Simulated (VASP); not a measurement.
# AlCo (Pm-3m) in VASP: further runs, part 2 of 2

VASP 6.6.1. The steps go on from the part before.

## (3) Single point, PBEsol, collinear spin, ferromagnetic start

This run uses another cell than the first one, of 11.54 Å³/atom, 1.030 times its volume.

INCAR

```
PREC = Accurate
ENCUT = 520
EDIFF = 1E-6
ISMEAR = -1
SIGMA = 0.1
LREAL = F
LASPH = T
NELM = 150
ALGO = Normal
ISIF = 2
LWAVE = F
LCHARG = F
ISPIN = 2
MAGMOM = 0 3.2
LORBIT = 11
LMAXMIX = 4
GGA = PS
NBANDS = 17
```

KPOINTS

```
regular mesh
0
Gamma
  10 10 10
```

POSCAR

```
AlCo
1.0
    2.8473166670      0.0000000000      0.0000000000
    0.0000000000      2.8473166670      0.0000000000
    0.0000000000      0.0000000000      2.8473166670
Al Co
1 1
Direct
    0.0000000000      0.0000000000      0.0000000000
    0.5000000000      0.5000000000      0.5000000000
```

Potentials or basis: VASP PAW PBE potentials, release 64 (Al, Co).

The run is started by

```console
$ cat potpaw_PBE.64/Al/POTCAR potpaw_PBE.64/Co/POTCAR > POTCAR
$ mpirun -np 1 vasp_std > vasp.out
```

OUTCAR:

```text
PREC = Accurate
   ENCUT = 520
   EDIFF = 1E-6
   ISMEAR = -1
   LREAL = F
   LASPH = T
   NELM = 150
   ISIF = 2
   ISPIN = 2
   LORBIT = 11
   GGA = PS

 ion  position               nearest neighbor table
   1  0.000  0.000  0.000-   2 2.47   2 2.47   2 2.47   2 2.47   2 2.47   2 2.47   2 2.47   2 2.47

   2  0.500  0.500  0.500-   1 2.47   1 2.47   1 2.47   1 2.47   1 2.47   1 2.47   1 2.47   1 2.47

  LATTYP: Found a simple cubic cell.
 ALAT       =     2.8473166670

[... 1176 lines left out ...]
  in kB      -45.2077008    -45.2077008    -45.2077008      0.0000000     -0.0000000      0.0000000
  external PRESSURE =     -45.2077008 kB  Pullay stress =       0.0000000 kB

 VOLUME and BASIS-vectors are now :
 -----------------------------------------------------------------------------
  energy-cutoff  :      520.00
  volume of cell :       23.08
      direct lattice vectors                 reciprocal lattice vectors
     2.847316667  0.000000000  0.000000000     0.351207862  0.000000000  0.000000000
     0.000000000  2.847316667  0.000000000     0.000000000  0.351207862  0.000000000
     0.000000000  0.000000000  2.847316667     0.000000000  0.000000000  0.351207862

 POSITION                                       TOTAL-FORCE (eV/Angst)
 -----------------------------------------------------------------------------------
      0.00000      0.00000      0.00000         0.000000      0.000000      0.000000
      1.42366      1.42366      1.42366         0.000000      0.000000      0.000000
 -----------------------------------------------------------------------------------
    total drift:                                0.000000     -0.000000     -0.000000

  FREE ENERGIE OF THE ION-ELECTRON SYSTEM (eV)
  ---------------------------------------------------
  free  energy   TOTEN  =       -13.0878768689 eV

  energy  without entropy=      -13.0587644650  energy(sigma->0) =      -13.07332067

 total charge

# of ion       s       p       d       tot
------------------------------------------
    1        0.394   0.429   0.000   0.823
    2        0.438   0.510   7.513   8.461
--------------------------------------------------
tot          0.831   0.940   7.513   9.283

 magnetization (x)

# of ion       s       p       d       tot
------------------------------------------
    1       -0.000  -0.000   0.000  -0.000
    2        0.000  -0.000   0.001   0.001
--------------------------------------------------
tot         -0.000  -0.000   0.001   0.001
```

OSZICAR:

```text
N       E                     dE             d eps       ncg     rms          rms(c)
DAV:   1     0.360948209665E+02    0.36095E+02   -0.47421E+03  3928   0.723E+02
DAV:   2    -0.121894832533E+02   -0.48284E+02   -0.42834E+02  4338   0.148E+02
DAV:   3    -0.141005527524E+02   -0.19111E+01   -0.18788E+01  4635   0.315E+01
DAV:   4    -0.141276056729E+02   -0.27053E-01   -0.27038E-01  4611   0.337E+00
DAV:   5    -0.141284445345E+02   -0.83886E-03   -0.83882E-03  4747   0.631E-01    0.153E+01
DAV:   6    -0.174106042135E+02   -0.32822E+01   -0.45922E+01  4270   0.770E+01    0.186E+01
DAV:   7    -0.130701951054E+02    0.43404E+01   -0.26320E+01  4459   0.490E+01    0.323E+00
DAV:   8    -0.130994524997E+02   -0.29257E-01   -0.23773E-01  4780   0.330E+00    0.159E+00
DAV:   9    -0.130893253365E+02    0.10127E-01   -0.50319E-02  5306   0.145E+00    0.107E+00
DAV:  10    -0.130878733422E+02    0.14520E-02   -0.42807E-03  5187   0.468E-01    0.262E-01
DAV:  11    -0.130878848246E+02   -0.11482E-04   -0.29115E-04  5005   0.121E-01    0.109E-01
DAV:  12    -0.130878727963E+02    0.12028E-04   -0.23431E-05  4771   0.400E-02    0.543E-02
DAV:  13    -0.130878766718E+02   -0.38755E-05   -0.96373E-06  4733   0.294E-02    0.122E-02
DAV:  14    -0.130878768689E+02   -0.19715E-06   -0.71166E-07  2221   0.689E-03
   1 F= -.13087877E+02 E0= -.13073321E+02  d E =-.291124E-01  mag=     0.0004
```

stdout:

```text
POSCAR found type information on POSCAR AlCo
 POSCAR found :  2 types and       2 ions
 scaLAPACK will be used
 -----------------------------------------------------------------------------
|                                                                             |
|                                                                             |
|     You enforced a specific xc type in the INCAR file but a different       |
|     I HOPE YOU KNOW WHAT YOU ARE DOING!                                     |
|                                                                             |
 -----------------------------------------------------------------------------

 LDA part: xc-table for (Slater+PW92), standard interpolation
 POSCAR, INCAR and KPOINTS ok, starting setup
 FFT: planning ... GRIDC
 FFT: planning ... GRID_SOFT
 FFT: planning ... GRID
 WAVECAR not read
 entering main loop
```

Run time: 18 s. Hardware: 1 thread of Intel Xeon 6975P-C, shared host; peak memory 0.17 GiB.

What came out:

| Property | Result |
| --- | --- |
| Free energy | -13.0879 eV |
| Pressure | -4.5 GPa |
| Band gap on the k mesh | zero (filled and empty bands overlap) |
| Net moment | 0.00 μB per cell |
| Valence electrons inside the program's atomic spheres | Al 0.82; Co 8.46 |

Levels at points of the mesh, in eV from the Fermi level:
Spin up:
| k point | band 3 | band 4 | band 5 | band 6 | band 7 | band 8 | band 9 | band 10 |
| --- | --- | --- | --- | --- | --- | --- | --- | --- |
| (0.00, 0.00, 0.00) | -2.94 | -0.76 | -0.76 | -0.76 | 6.04 | 6.04 | 6.04 | 8.82 |
| (0.50, 0.00, 0.00) | -2.35 | -1.65 | -1.65 | -0.65 | 0.22 | 8.48 | 10.66 | 10.66 |
| (0.50, 0.50, 0.00) | -2.61 | -2.61 | -1.44 | -1.44 | -0.20 | 2.46 | 3.57 | 12.85 |
| (0.50, 0.50, 0.50) | -3.88 | -0.16 | -0.16 | 2.42 | 2.42 | 2.42 | 4.23 | 5.44 |
Spin down:
| k point | band 4 | band 5 | band 6 | band 7 | band 8 | band 9 |
| --- | --- | --- | --- | --- | --- | --- |
| (0.00, 0.00, 0.00) | -0.76 | -0.76 | -0.76 | 6.04 | 6.04 | 6.04 |
| (0.50, 0.00, 0.00) | -1.65 | -1.65 | -0.65 | 0.22 | 8.48 | 10.66 |
| (0.50, 0.50, 0.00) | -2.61 | -1.44 | -1.44 | -0.20 | 2.46 | 3.57 |
| (0.50, 0.50, 0.50) | -0.16 | -0.16 | 2.42 | 2.42 | 2.42 | 4.23 |

Caveat: the starting moments collapsed, and a magnetic state may lie lower; the PAW data sets were made with another functional, which shifts forces and pressure a little.

## (4) Single point, PBEsol, collinear spin, ferromagnetic start

This run uses another cell than the first one, of 11.88 Å³/atom, 1.060 times its volume.

INCAR

```
PREC     = Accurate       # precision mode
ENCUT    = 520            # plane-wave cutoff, eV
EDIFF    = 1E-7           # SCF threshold, eV
ISMEAR   = -1             # smearing method
SIGMA    = 0.1            # smearing width, eV
LREAL    = F              # projectors in reciprocal space
LASPH    = T              # aspherical terms in the spheres
NELM     = 150            # most SCF steps
ALGO     = Normal         # electronic algorithm
ISIF     = 2              # what is computed and relaxed
LWAVE    = F              # write WAVECAR
LCHARG   = T              # write CHGCAR
ISPIN    = 2              # spin polarisation
MAGMOM   = 0 3.2          # initial moments
LORBIT   = 11             # projections on sites
LMAXMIX  = 4              # l up to which the mixer works
GGA      = PS             # functional
LELF     = T              # ELF
LVHAR    = T            
NBANDS   = 17             # bands
```

KPOINTS

```
Automatic mesh
0
Gamma
  10 10 10
```

POSCAR

```
AlCo
1.0
    2.8746963915      0.0000000000      0.0000000000
    0.0000000000      2.8746963915      0.0000000000
    0.0000000000      0.0000000000      2.8746963915
Al Co
1 1
Direct
    0.0000000000      0.0000000000      0.0000000000
    0.5000000000      0.5000000000      0.5000000000
```

The run is started by

```console
$ cat potpaw_PBE.64/Al/POTCAR potpaw_PBE.64/Co/POTCAR > POTCAR
$ mpirun -np 1 vasp_std > vasp.out
```

Run time: 22 s. Hardware: 1 thread of Intel Xeon 6975P-C, shared host; peak memory 0.17 GiB.

It converged, with:

```
Free energy                                           : -13.0588 eV
Pressure                                              : -9.2 GPa
Band gap on the k mesh                                : zero (filled and empty bands overlap)
Net moment                                            : 0.00 μB per cell
Valence electrons inside the program's atomic spheres : Al 0.81; Co 8.41
```

Levels at points of the mesh, in eV from the Fermi level:
Spin up:
```tsv
k point	band 4	band 5	band 6	band 7	band 8	band 9
(0.00, 0.00, 0.00)	-0.73	-0.73	-0.73	5.90	5.90	5.90
(0.50, 0.00, 0.00)	-1.58	-1.58	-0.62	0.21	8.45	10.50
(0.50, 0.50, 0.00)	-2.55	-1.37	-1.37	-0.19	2.38	3.41
(0.50, 0.50, 0.50)	-0.15	-0.15	2.43	2.43	2.43	3.97
```
Spin down:
```
           k point  band 3  band 4  band 5  band 6  band 7  band 8  band 9  band 10
(0.00, 0.00, 0.00)   -2.81   -0.73   -0.73   -0.73    5.90    5.90    5.90     8.71
(0.50, 0.00, 0.00)   -2.24   -1.58   -1.58   -0.62    0.21    8.45   10.50    10.50
(0.50, 0.50, 0.00)   -2.55   -2.55   -1.37   -1.37   -0.19    2.38    3.41    12.53
(0.50, 0.50, 0.50)   -3.74   -0.15   -0.15    2.43    2.43    2.43    3.97     5.29
```

Caveat: the starting moments collapsed, and a magnetic state may lie lower; the PAW data sets were made with another functional, which shifts forces and pressure a little.
